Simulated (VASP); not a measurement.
**TiAl: single point with PBEsol**

The system is TiAl.

```xyz
2
Lattice="3.1553 0.0000 0.0000 0.0000 3.1553 0.0000 0.0000 0.0000 3.1553" Properties=species:S:1:pos:R:3 pbc="T T T"
Al    0.0000    0.0000    0.0000
Ti    1.5776    1.5776    1.5776
```

```json
{"Program": "VASP 6.6.1", "Task": "single point", "Functional": "PBEsol", "Potentials or basis": "VASP PAW PBE potentials, release 64 (Al, Ti_sv)", "Cutoff": "520 eV", "k mesh": "6 × 6 × 6", "Occupations": "gaussian, width 0.1 eV", "Spin": "no spin polarisation", "Dipole correction": "no", "Further INCAR settings": "ALGO = Normal; EDIFF = 1e-06; NBANDS = 14"}
```

The pressure is -0.1 GPa.

Levels at points of the mesh, in eV from the Fermi level:
```
           k point  band 5  band 6  band 7  band 8  band 9  band 10
(0.00, 0.00, 0.00)   -9.37   -1.50   -1.50    1.83    1.83     1.83
(0.50, 0.00, 0.00)   -6.06   -5.27   -0.58    0.13    0.13     2.05
(0.50, 0.50, 0.00)   -5.08   -2.11   -2.11   -1.51    0.69     0.69
(0.50, 0.50, 0.50)   -3.18   -3.18   -3.18    0.77    2.90     2.90
```

Run time: 5.6 s on 1 thread of Intel(R) Xeon(R) Platinum 8124M CPU @ 3.00GHz (Skylake/Cascade Lake) (shared host), peak memory 0.14 GiB.

Caveat: the PAW data sets were made with another functional, which shifts forces and pressure a little.
